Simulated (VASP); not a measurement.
TiN: relaxation of the atoms with PBE

TiN, a slab with vacuum:

```
CELL_PARAMETERS angstrom
3.00294 0.00000 0.00000
0.00000 3.00294 0.00000
0.00000 0.00000 25.61699
ATOMIC_POSITIONS crystal
Ti 0.50000 0.50000 0.29277
Ti 0.00000 0.00000 0.37566
Ti 0.50000 0.50000 0.45855
Ti 0.00000 0.00000 0.54145
Ti 0.50000 0.50000 0.62434
Ti 0.00000 0.00000 0.70723
N 0.00000 0.00000 0.29277
N 0.50000 0.50000 0.37566
N 0.00000 0.00000 0.45855
N 0.50000 0.50000 0.54145
N 0.00000 0.00000 0.62434
N 0.50000 0.50000 0.70723
```

```
Program                : VASP 6.6.1
Task                   : relaxation of the atoms
Functional             : PBE
Potentials or basis    : VASP PAW PBE potentials, release 64 (Ti_sv, N)
Cutoff                 : 520 eV
k mesh                 : 12 × 12 × 1
Occupations            : gaussian, width 0.1 eV
Spin                   : no spin polarisation
Dipole correction      : yes
Further INCAR settings : ALGO = Normal; EDIFF = 1e-06; IBRION = 2; EDIFFG = -0.02; NSW = 80
```

```json
{
 "Energy gained by relaxing": "34.0 meV/atom",
 "Ionic steps": "14",
 "Largest force after relaxing": "0.019 eV/Å",
 "Band gap on the k mesh": "zero (bands 51 and 52 overlap by 2.54 eV)"
}
```

Forces on the atoms (eV/Å):
```
Ti   0.000  0.000  0.001
Ti   0.000  0.000 -0.002
Ti   0.000  0.000  0.019
Ti   0.000  0.000 -0.019
Ti   0.000  0.000  0.002
Ti   0.000  0.000 -0.001
N    0.000  0.000 -0.008
N    0.000  0.000 -0.008
N    0.000  0.000  0.019
N    0.000  0.000 -0.019
N    0.000  0.000  0.008
N    0.000  0.000  0.008
```

The path:
```csv
step,energy change (eV),largest force (eV/Å),pressure (GPa)
1,0.0000,2.0621,-2.89
2,-0.3803,0.4151,-2.23
3,-0.3811,0.4224,-2.19
4,-0.4025,0.1478,-2.23
5,-0.4055,0.0638,-2.24
6,-0.4055,0.0634,-2.24
7,-0.4061,0.0530,-2.21
8,-0.4063,0.0805,-2.19
9,-0.4067,0.0485,-2.13
10,-0.4072,0.0572,-2.04
11,-0.4069,0.1009,-1.84
12,-0.4072,0.0659,-1.97
13,-0.4077,0.0398,-1.92
14,-0.4079,0.0194,-1.84
```

Final structure:
```
Ti N
1.0
     3.00294    0.00000    0.00000
     0.00000    3.00294    0.00000
     0.00000    0.00000   25.61699
Ti N
6 6
Direct
  0.50000 0.50000 0.29783
  0.00000 0.00000 0.37667
  0.50000 0.50000 0.45733
  0.00000 0.00000 0.54267
  0.50000 0.50000 0.62333
  0.00000 0.00000 0.70217
  0.00000 0.00000 0.29068
  0.50000 0.50000 0.37524
  0.00000 0.00000 0.45943
  0.50000 0.50000 0.54057
  0.00000 0.00000 0.62476
  0.50000 0.50000 0.70932
```

Levels at points of the mesh, in eV from the Fermi level:
| k point | band 49 | band 50 | band 51 | band 52 | band 53 | band 54 |
| --- | --- | --- | --- | --- | --- | --- |
| (0.00, 0.00, 0.00) | -2.07 | -1.97 | -1.97 | -1.54 | -0.90 | -0.62 |
| (0.50, 0.00, 0.00) | 0.89 | 0.89 | 1.00 | 1.00 | 1.39 | 1.39 |
| (0.50, 0.50, 0.00) | -2.66 | -2.66 | -1.31 | -1.31 | 0.38 | 0.38 |

Wall time 13 min on 4 MPI ranks on Intel(R) Xeon(R) Platinum 8488C (Sapphire Rapids) (shared host), peak memory 0.53 GiB a rank.
